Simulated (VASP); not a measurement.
# SnTe (Fm-3m) in VASP: notebook

SnTe is run at these levels: RPBE+D4, PBE exchange alone; tasks: single point.

Program: VASP 6.6.1. These are calculated values, not measurements. Logs are shortened: lines on timing, memory, paths and dates and some standing lists are left out, and cuts for length are marked.

## Step 1: The cell of the first run

The structure is cubic, space group Fm-3m (No. 225). Conventional cell: a = 6.217 Å, b = 6.217 Å, c = 6.217 Å, α = 90.00°, β = 90.00°, γ = 90.00°. Te (site symmetry m-3m) has 6 Sn at 3.11 Å within 4.1 Å. Within 4.1 Å of Sn (site symmetry m-3m) lie 6 Te at 3.11 Å.

## Step 2: Single point, RPBE+D4

File INCAR:

```
SYSTEM = SnTe
ALGO = Normal
EDIFF = 1E-7
ENCUT = 520
GGA = RP
ISIF = 2
ISMEAR = -1
IVDW = 13
LASPH = .True.
LCHARG = .False.
LREAL = .False.
LWAVE = .False.
NBANDS = 17
NELM = 60
PREC = Accurate
SIGMA = 0.05
```

File KPOINTS:

```
k-points
0
Gamma
  7 7 7
  0 0 0
```

File POSCAR:

```
SnTe
1.0
    0.0000000000      3.1082657258      3.1082657258
    3.1082657258      0.0000000000      3.1082657258
    3.1082657258      3.1082657258      0.0000000000
Te Sn
1 1
Direct
    0.5000000000      0.5000000000      0.5000000000
    0.0000000000      0.0000000000      0.0000000000
```

Potentials or basis: VASP PAW PBE potentials, release 64 (Te, Sn_d).

On the command line:

```bash
$ cat potpaw_PBE.64/Te/POTCAR potpaw_PBE.64/Sn_d/POTCAR > POTCAR
$ mpirun -np 1 vasp_std > vasp.out
```

OUTCAR:

```text
SYSTEM = SnTe
   EDIFF = 1E-7
   ENCUT = 520
   GGA = RP
   ISIF = 2
   ISMEAR = -1
   IVDW = 13
   LASPH = .True.
   LREAL = .False.
   NELM = 60
   PREC = Accurate

 ion  position               nearest neighbor table
   1  0.500  0.500  0.500-   2 3.11   2 3.11   2 3.11   2 3.11   2 3.11   2 3.11
   2  0.000  0.000  0.000-   1 3.11   1 3.11   1 3.11   1 3.11   1 3.11   1 3.11

  LATTYP: Found a face centered cubic cell.
 ALAT       =     6.2165314516

  Lattice vectors:

 A1 = (   0.0000000000,   3.1082657258,   3.1082657258)
 A2 = (   3.1082657258,   0.0000000000,   3.1082657258)
 A3 = (   3.1082657258,   3.1082657258,   0.0000000000)

Analysis of symmetry for initial positions (statically):
[... 33 lines left out ...]
                                     Primitive cell

  volume of cell :      60.0599

  direct lattice vectors                    reciprocal lattice vectors
     0.000000000  3.108265726  3.108265726    -0.160861408  0.160861408  0.160861408
     3.108265726  0.000000000  3.108265726     0.160861408 -0.160861408  0.160861408
     3.108265726  3.108265726  0.000000000     0.160861408  0.160861408 -0.160861408

  length of vectors
     4.395751545  4.395751545  4.395751545     0.278620131  0.278620131  0.278620131

  position of ions in fractional coordinates (direct lattice)
     0.500000000  0.500000000  0.500000000
     0.000000000  0.000000000  0.000000000

  ion indices of the primitive-cell ions
   primitive index   ion index
                 1           1
                 2           2

----------------------------------------------------------------------------------------

 KPOINTS: k-points

Automatic generation of k-mesh.
 Grid dimensions read from file:
 generate k-points for:    7    7    7

 Generating k-lattice:

  Cartesian coordinates                     Fractional coordinates (reciprocal lattice)
    -0.022980201  0.022980201  0.022980201     0.142857143  0.000000000  0.000000000
     0.022980201 -0.022980201  0.022980201     0.000000000  0.142857143  0.000000000
     0.022980201  0.022980201 -0.022980201     0.000000000  0.000000000  0.142857143

  Length of vectors
     0.039802876  0.039802876  0.039802876

  Shift w.r.t. Gamma in fractional coordinates (k-lattice)
     0.000000000  0.000000000  0.000000000

 Subroutine IBZKPT returns following result:
 ===========================================

 Found     20 irreducible k-points:

[... 35 lines left out ...]
   LNONCOLLINEAR =      F non collinear calculations
   LSORBIT =      F    spin-orbit coupling
   LASPH  =      T    aspherical Exc in radial PAW
   ENCUT  =  520.0 eV  38.22 Ry    6.18 a.u.   8.17  8.17  8.17*2*pi/ulx,y,z
   NELM   =     60;   NELMIN=  2; NELMDL= -5     # of ELM steps
   EDIFF  = 0.1E-06   stopping-criterion for ELM
   LREAL  =      F    real-space projection
   EDIFFG = 0.1E-05   stopping-criterion for IOM
   NSW    =      0    number of steps for IOM
   IBRION =     -1    ionic relax: 0-MD 1-quasi-New 2-CG
   NFREE  =      0    steps in history (QN), initial steepest desc. (CG)
   ISIF   =      2    stress and relaxation
   ISYM   =      2    0-nonsym 1-usesym 2-fastsym
   POTIM  = 0.5000    time-step for ionic-motion
   TEBEG  =    0.0;   TEEND  =   0.0 temperature during run
   PSTRESS=    0.0 pullay stress
   NELECT =      20.0000    total number of electrons
   NUPDOWN=      -1.0000    fix difference up-down
   EMIN   =  10.00;   EMAX   =-10.00  energy-range for DOS
   EFERMI =   0.00;   METHOD = LEGACY
   ISMEAR =    -1;   SIGMA  =   0.05  broadening in eV -4-tet -1-fermi 0-gaus
   EFERMI_NEDOS =   21; number of points for ismear=-14 and -15
   IALGO  =     38    algorithm
   IMIX   =      4    mixing-type and parameters
     AMIX     =   0.40;   BMIX     =  1.00
     AMIX_MAG =   1.60;   BMIX_MAG =  1.00
  volume/ion in A,a.u.               =      30.03       202.65
  Fermi-wavevector in a.u.,A,eV,Ry     =   1.134723  2.144316 17.518825  1.287597
  Thomas-Fermi vector in A             =   2.271428
   LORBIT       =      0    0 simple, 1 ext, 2 COOP (PROOUT), +10 PAW based schemes
   GGA     = RP    functional components
   LHFCALC =     F    Hartree Fock is set to
   AEXX    =    0.0000 exact exchange contribution
   IVDW    =    13    specifies the selected vdW correction
   LEPSILON=     F    determine dielectric tensor
   LRPA    =     F    only Hartree local field effects (RPA)
 non-spin polarized calculation
  energy-cutoff  :      520.00
  volume of cell :       60.06
 maximum number of plane-waves:      1639
 NGX is ok and might be reduce to    36
   NGX = 17   NGY = 17   NGZ = 17

 number of electron      19.9999998 magnetization

 Free energy of the ion-electron system (eV)
  ---------------------------------------------------
  ext. energy  EPLUGINS =         0.00000000
  ---------------------------------------------------
  free energy    TOTEN  =        -6.74530273 eV

  energy without entropy =       -6.74518186  energy(sigma->0) =       -6.74524229

 E-fermi :   7.6979     XC(G=0):  -9.5833

 val. band max:        7.4129168191   @ k =   0.4286   0.0000   0.0000
 cond. band min:       8.0284347024   @ k =   0.4286   0.0000   0.0000
 fundamental gap:      0.6155178833
 Fermi energy:         7.6979441393

 k-point     1 :       0.0000    0.0000    0.0000
  band No.  band energies     occupation
      1     -14.4058      2.00000
      2     -14.4058      2.00000
      3     -14.3999      2.00000
      4     -14.3999      2.00000
      5     -14.3999      2.00000
      6      -5.5160      2.00000
[... 377 lines left out ...]
      4     -14.3940      2.00000
      5     -14.3878      2.00000
      6      -3.7288      2.00000
[... 9 lines left out ...]
     16      17.4421      0.00000
     17      18.1696      0.00000

------------------------ aborting loop because EDIFF is reached ----------------------------------------

  DFT-D4 for vdW energy calculation

  Edisp (eV):   -1.66355

  FORCE on cell =-STRESS in cart. coord.  units (eV):
  Direction    XX          YY          ZZ          XY          YZ          ZX
  --------------------------------------------------------------------------------------
  -------------------------------------------------------------------------------------
  Total       0.48054     0.48054     0.48054     0.00000     0.00000    -0.00000
  in kB      12.81906    12.81906    12.81906     0.00000     0.00000    -0.00000
  external pressure =       12.82 kB  Pullay stress =        0.00 kB

 VOLUME and BASIS-vectors are now :
 -----------------------------------------------------------------------------
  energy-cutoff  :      520.00
  volume of cell :       60.06
      direct lattice vectors                 reciprocal lattice vectors
     0.000000000  3.108265726  3.108265726    -0.160861408  0.160861408  0.160861408
     3.108265726  0.000000000  3.108265726     0.160861408 -0.160861408  0.160861408
     3.108265726  3.108265726  0.000000000     0.160861408  0.160861408 -0.160861408

 POSITION                                       TOTAL-FORCE (eV/Angst)
 -----------------------------------------------------------------------------------
      3.10827      3.10827      3.10827         0.000000      0.000000      0.000000
      0.00000      0.00000      0.00000        -0.000000     -0.000000     -0.000000
 -----------------------------------------------------------------------------------
    total drift:                               -0.000000      0.000000      0.000000

  FREE ENERGIE OF THE ION-ELECTRON SYSTEM (eV)
  ---------------------------------------------------
  free  energy   TOTEN  =        -8.4088480362 eV

  energy  without entropy=       -8.4087271717  energy(sigma->0) =       -8.40878760
```

OSZICAR:

```text
N       E                     dE             d eps       ncg     rms          rms(c)
DAV:   1     0.131656409899E+03    0.13166E+03   -0.95901E+03   680   0.135E+03
DAV:   2     0.567655373948E+01   -0.12598E+03   -0.12276E+03   720   0.342E+02
DAV:   3    -0.642036127668E+01   -0.12097E+02   -0.11594E+02   884   0.909E+01
DAV:   4    -0.676407759405E+01   -0.34372E+00   -0.34335E+00   843   0.159E+01
DAV:   5    -0.677507701347E+01   -0.10999E-01   -0.10998E-01   908   0.283E+00    0.536E+00
DAV:   6    -0.674016155227E+01    0.34915E-01   -0.87437E-02   877   0.196E+00    0.336E+00
DAV:   7    -0.674483567240E+01   -0.46741E-02   -0.50726E-02   754   0.114E+00    0.671E-01
DAV:   8    -0.674507003571E+01   -0.23436E-03   -0.73589E-03   880   0.670E-01    0.223E-01
DAV:   9    -0.674528534333E+01   -0.21531E-03   -0.53592E-04   882   0.251E-01    0.845E-02
DAV:  10    -0.674529335033E+01   -0.80070E-05   -0.12488E-04   905   0.108E-01    0.234E-02
DAV:  11    -0.674530096842E+01   -0.76181E-05   -0.24443E-05   811   0.429E-02    0.633E-03
DAV:  12    -0.674530279838E+01   -0.18300E-05   -0.34432E-06   764   0.152E-02    0.292E-03
DAV:  13    -0.674530253944E+01    0.25894E-06   -0.51308E-07   850   0.506E-03    0.215E-03
DAV:  14    -0.674530277028E+01   -0.23084E-06   -0.48944E-08   539   0.123E-03    0.213E-03
DAV:  15    -0.674530272552E+01    0.44764E-07   -0.14056E-08   406   0.130E-03
   1 F= -.84088480E+01 E0= -.84087876E+01  d E =-.120864E-03
```

stdout:

```text
POSCAR found type information on POSCAR TeSn
 POSCAR found :  2 types and       2 ions
 scaLAPACK will be used
 -----------------------------------------------------------------------------
|                                                                             |
|                                                                             |
|     You enforced a specific xc type in the INCAR file but a different       |
|     I HOPE YOU KNOW WHAT YOU ARE DOING!                                     |
|                                                                             |
 -----------------------------------------------------------------------------

 LDA part: xc-table for (Slater+PW92), standard interpolation
 POSCAR, INCAR and KPOINTS ok, starting setup
 FFT: planning ... GRIDC
 FFT: planning ... GRID_SOFT
 FFT: planning ... GRID
 WAVECAR not read
 entering main loop
```

It took 38 s on 1 thread of AMD EPYC 7R43 (Zen 3), shared host; peak memory 0.17 GiB.

Results:

```yaml
Free_energy: -8.4088 eV
Pressure: 1.3 GPa
Dispersion_energy_per_atom: -0.832 eV
```

Caveat: this odd mesh misses L, where the gap lies, so gap, dielectric constants and Born charges aren't listed; the PAW data sets were made with another functional, which shifts forces and pressure a little; spin-orbit coupling is left out, which moves the levels of the heavy elements.

## Step 3: Single point, PBE exchange alone

File INCAR:

```
SYSTEM = SnTe
  AGGAC = 0.0
  ALDAC = 0.0
  ALGO = Normal
  EDIFF = 1E-6
  ENCUT = 520
  GGA = PE
  ISIF = 2
  ISMEAR = -1
  LASPH = .True.
  LCHARG = .False.
  LREAL = .False.
  LWAVE = .False.
  NBANDS = 17
  NELM = 80
  PREC = Accurate
  SIGMA = 0.05
```

KPOINTS is that of step 2.

POSCAR is that of step 2.

Potentials or basis: VASP PAW PBE potentials, release 64 (Te, Sn_d).

On the command line:

```bash
$ cat potpaw_PBE.64/Te/POTCAR potpaw_PBE.64/Sn_d/POTCAR > POTCAR
$ mpirun -np 1 vasp_std > vasp.out
```

OUTCAR:

```text
SYSTEM = SnTe
   EDIFF = 1E-6
   ENCUT = 520
   GGA = PE
   ISIF = 2
   ISMEAR = -1
   LASPH = .True.
   LREAL = .False.
   NELM = 80
   PREC = Accurate

 ion  position               nearest neighbor table
   1  0.500  0.500  0.500-   2 3.11   2 3.11   2 3.11   2 3.11   2 3.11   2 3.11
   2  0.000  0.000  0.000-   1 3.11   1 3.11   1 3.11   1 3.11   1 3.11   1 3.11

  LATTYP: Found a face centered cubic cell.
 ALAT       =     6.2165314516

  Lattice vectors:

 A1 = (   0.0000000000,   3.1082657258,   3.1082657258)
 A2 = (   3.1082657258,   0.0000000000,   3.1082657258)
 A3 = (   3.1082657258,   3.1082657258,   0.0000000000)

Analysis of symmetry for initial positions (statically):
[... 33 lines left out ...]
                                     Primitive cell

  volume of cell :      60.0599

  direct lattice vectors                    reciprocal lattice vectors
     0.000000000  3.108265726  3.108265726    -0.160861408  0.160861408  0.160861408
     3.108265726  0.000000000  3.108265726     0.160861408 -0.160861408  0.160861408
     3.108265726  3.108265726  0.000000000     0.160861408  0.160861408 -0.160861408

  length of vectors
     4.395751545  4.395751545  4.395751545     0.278620131  0.278620131  0.278620131

  position of ions in fractional coordinates (direct lattice)
     0.500000000  0.500000000  0.500000000
     0.000000000  0.000000000  0.000000000

  ion indices of the primitive-cell ions
   primitive index   ion index
                 1           1
                 2           2

----------------------------------------------------------------------------------------

 KPOINTS: k-points

Automatic generation of k-mesh.
 Grid dimensions read from file:
 generate k-points for:    7    7    7

 Generating k-lattice:

  Cartesian coordinates                     Fractional coordinates (reciprocal lattice)
    -0.022980201  0.022980201  0.022980201     0.142857143  0.000000000  0.000000000
[... 68 lines left out ...]
   EFERMI =   0.00;   METHOD = LEGACY
   ISMEAR =    -1;   SIGMA  =   0.05  broadening in eV -4-tet -1-fermi 0-gaus
   EFERMI_NEDOS =   21; number of points for ismear=-14 and -15
   IALGO  =     38    algorithm
   IMIX   =      4    mixing-type and parameters
     AMIX     =   0.40;   BMIX     =  1.00
     AMIX_MAG =   1.60;   BMIX_MAG =  1.00
  volume/ion in A,a.u.               =      30.03       202.65
  Fermi-wavevector in a.u.,A,eV,Ry     =   1.134723  2.144316 17.518825  1.287597
  Thomas-Fermi vector in A             =   2.271428
   LORBIT       =      0    0 simple, 1 ext, 2 COOP (PROOUT), +10 PAW based schemes
   GGA     = PE    functional components
   LHFCALC =     F    Hartree Fock is set to
   AEXX    =    0.0000 exact exchange contribution
   IVDW    =     0    specifies the selected vdW correction
   LEPSILON=     F    determine dielectric tensor
   LRPA    =     F    only Hartree local field effects (RPA)
 non-spin polarized calculation
  energy-cutoff  :      520.00
  volume of cell :       60.06
 maximum number of plane-waves:      1639
 NGX is ok and might be reduce to    36
   NGX = 17   NGY = 17   NGZ = 17

 number of electron      19.9999998 magnetization

 Free energy of the ion-electron system (eV)
  ---------------------------------------------------
  ext. energy  EPLUGINS =         0.00000000
  ---------------------------------------------------
  free energy    TOTEN  =        -4.62546788 eV

  energy without entropy =       -4.62531862  energy(sigma->0) =       -4.62539325

 E-fermi :   9.1087     XC(G=0):  -8.0191

 val. band max:        8.8375419368   @ k =   0.4286   0.0000   0.0000
 cond. band min:       9.4247733882   @ k =   0.4286   0.0000   0.0000
 fundamental gap:      0.5872314515
 Fermi energy:         9.1086703406

 k-point     1 :       0.0000    0.0000    0.0000
  band No.  band energies     occupation
      1     -12.7587      2.00000
      2     -12.7587      2.00000
      3     -12.7483      2.00000
      4     -12.7483      2.00000
      5     -12.7483      2.00000
      6      -4.1132      2.00000
[... 377 lines left out ...]
      4     -12.7422      2.00000
      5     -12.7359      2.00000
      6      -2.3391      2.00000
[... 9 lines left out ...]
     16      19.0163      0.00000
     17      19.7440      0.00000

------------------------ aborting loop because EDIFF is reached ----------------------------------------

  FORCE on cell =-STRESS in cart. coord.  units (eV):
  Direction    XX          YY          ZZ          XY          YZ          ZX
  --------------------------------------------------------------------------------------
  -------------------------------------------------------------------------------------
  Total        5.3012330      5.3012330      5.3012330     -0.0000000      0.0000000      0.0000000
  in kB      141.4174686    141.4174686    141.4174686     -0.0000000      0.0000000      0.0000000
  external PRESSURE =     141.4174686 kB  Pullay stress =       0.0000000 kB

 VOLUME and BASIS-vectors are now :
 -----------------------------------------------------------------------------
  energy-cutoff  :      520.00
  volume of cell :       60.06
      direct lattice vectors                 reciprocal lattice vectors
     0.000000000  3.108265726  3.108265726    -0.160861408  0.160861408  0.160861408
     3.108265726  0.000000000  3.108265726     0.160861408 -0.160861408  0.160861408
     3.108265726  3.108265726  0.000000000     0.160861408  0.160861408 -0.160861408

 POSITION                                       TOTAL-FORCE (eV/Angst)
 -----------------------------------------------------------------------------------
      3.10827      3.10827      3.10827         0.000000      0.000000     -0.000000
      0.00000      0.00000      0.00000        -0.000000     -0.000000      0.000000
 -----------------------------------------------------------------------------------
    total drift:                               -0.000000      0.000000      0.000000

  FREE ENERGIE OF THE ION-ELECTRON SYSTEM (eV)
  ---------------------------------------------------
  free  energy   TOTEN  =        -4.6254678844 eV

  energy  without entropy=       -4.6253186224  energy(sigma->0) =       -4.62539325
```

OSZICAR:

```text
N       E                     dE             d eps       ncg     rms          rms(c)
DAV:   1     0.134980901637E+03    0.13498E+03   -0.95718E+03   680   0.134E+03
DAV:   2     0.795398729060E+01   -0.12703E+03   -0.12380E+03   720   0.342E+02
DAV:   3    -0.431398555708E+01   -0.12268E+02   -0.11775E+02   876   0.915E+01
DAV:   4    -0.466337716898E+01   -0.34939E+00   -0.34903E+00   835   0.160E+01
DAV:   5    -0.467464365195E+01   -0.11266E-01   -0.11265E-01   914   0.288E+00    0.501E+00
DAV:   6    -0.461640587909E+01    0.58238E-01   -0.15710E-01   905   0.319E+00    0.319E+00
DAV:   7    -0.462367418128E+01   -0.72683E-02   -0.65745E-02   821   0.160E+00    0.889E-01
DAV:   8    -0.462508132868E+01   -0.14071E-02   -0.82247E-03   879   0.788E-01    0.218E-01
DAV:   9    -0.462541050455E+01   -0.32918E-03   -0.69222E-04   832   0.233E-01    0.411E-02
DAV:  10    -0.462545070865E+01   -0.40204E-04   -0.10925E-04   873   0.911E-02    0.224E-02
DAV:  11    -0.462546810341E+01   -0.17395E-04   -0.44837E-05   773   0.535E-02    0.214E-02
DAV:  12    -0.462546788442E+01    0.21899E-06   -0.16271E-06   812   0.107E-02
   1 F= -.46254679E+01 E0= -.46253933E+01  d E =-.149262E-03
```

stdout:

```text
POSCAR found type information on POSCAR TeSn
 POSCAR found :  2 types and       2 ions
 scaLAPACK will be used
 LDA part: xc-table for (Slater+PW92), standard interpolation
 POSCAR, INCAR and KPOINTS ok, starting setup
 FFT: planning ... GRIDC
 FFT: planning ... GRID_SOFT
 FFT: planning ... GRID
 WAVECAR not read
 entering main loop
```

Wall time 36 s (1 thread of AMD EPYC 7R43 (Zen 3), shared host); peak memory 0.17 GiB.

What came out:

| Item | Value |
| --- | --- |
| Free energy | -4.6255 eV |
| Pressure | 14.1 GPa |

Caveat: this odd mesh misses L, where the gap lies, so gap, dielectric constants and Born charges aren't listed; spin-orbit coupling is left out, which moves the levels of the heavy elements.
